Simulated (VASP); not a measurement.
Input of a VASP 6.6.1 run:

INCAR

```
ALGO = Normal
EDIFF = 1E-6
EDIFFG = -0.04
ENCUT = 600
GGA = PE
IBRION = 2
ISIF = 3
ISMEAR = 0
LASPH = True
LCHARG = False
LREAL = False
LWAVE = False
NELM = 60
NSW = 90
PREC = Accurate
SIGMA = 0.1
```

Contents of KPOINTS:

```
k-points
0
Gamma
  6 6 6
```

Contents of POSCAR:

```
RuAu
1.0
    3.1043802300      0.0000000000      0.0000000000
    0.0000000000      3.1043802300      0.0000000000
    0.0000000000      0.0000000000      3.1043802300
Ru Au
1 1
Direct
    0.0000000000      0.0000000000      0.0000000000
    0.5000000000      0.5000000000      0.5000000000
```

Potentials or basis: VASP PAW PBE potentials, release 64 (Ru_pv, Au).

Launch:

```bash
$ cat potpaw_PBE.64/Ru_pv/POTCAR potpaw_PBE.64/Au/POTCAR > POTCAR
$ mpirun -np 1 vasp_std > vasp.out
```

(1) What does it give for the relaxed volume?

(2) What does it give for the space group after relaxing (to 0.05 Å)?

Results:

(1) 15.88 Å³/atom.

(2) Pm-3m (No. 221).
